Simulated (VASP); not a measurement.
AgCl, 2 atoms in the cell. The structure is trigonal, space group R-3m (No. 166). The conventional cell has a = 4.802 Å, b = 4.802 Å, c = 6.144 Å, α = 90.00°, β = 90.00°, γ = 120.00°. Within 3.9 Å of Ag (site symmetry -3m) lie 8 Cl at 2.96 to 3.07 Å and 6 Ag at 3.45 Å. Cl (site symmetry -3m) has 8 Ag at 2.96 to 3.07 Å and 6 Cl at 3.45 Å within 3.9 Å.  This cell differs from its parent crystal: strain along [111] +4.5%.

* Program: VASP 6.6.1
* Task: single point
* Functional: PBE
* Potentials or basis: VASP PAW PBE potentials, release 64 (Ag, Cl)
* Cutoff: 520 eV
* k mesh: 8 × 8 × 8
* Occupations: fermi-dirac, width 0.02 eV
* Spin: no spin polarisation
* Dipole correction: no
* Further INCAR settings: ALGO = Normal; EDIFF = 1e-06; NBANDS = 16

Potentials or basis: VASP PAW PBE potentials, release 64 (Ag, Cl).

Command:

```console
$ cat potpaw_PBE.64/Ag/POTCAR potpaw_PBE.64/Cl/POTCAR > POTCAR
$ mpirun -np 1 vasp_std > vasp.out
```

Hardware: 1 thread of Intel Xeon 8259CL (shared host).

Problem. How long does it take, and how much memory?

Solution. Wall time 63 s on 1 thread of Intel Xeon 8259CL (shared host), peak memory 0.18 GiB. Counts: scf iterations 12, k points 65.
